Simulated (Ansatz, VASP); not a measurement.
## Yb in VASP and in Ansatz

```
Yb
1.0
    -2.05870    2.05870    2.05870
     2.05870   -2.05870    2.05870
     2.05870    2.05870   -2.05870
Yb
1
Direct
  0.00000 0.00000 0.00000
```

Alike in both runs: task single point; functional BLYP; k mesh 12 × 12 × 12; occupations fermi-dirac, width 0.1 eV; no spin polarisation.

|  | VASP | Ansatz |
| --- | --- | --- |
| version | VASP 6.6.1 | Ansatz 0.2.0 |
| potentials or method | VASP PAW PBE potentials, release 64 (Yb), cutoff 520 eV | plane waves (420 eV) with PAW, scalar-relativistic |
| valence electrons in the cell | 24 | 24 |

|  | VASP | Ansatz | Ansatz less VASP |
| --- | --- | --- | --- |
| pressure (GPa) | 0.6 | 0.7 | +0.09 |

VASP's potentials were made for PBE, not for BLYP. With one functional, cell and mesh, what is left measures potentials, basis and numerics.

Neither program's run includes spin-orbit coupling.
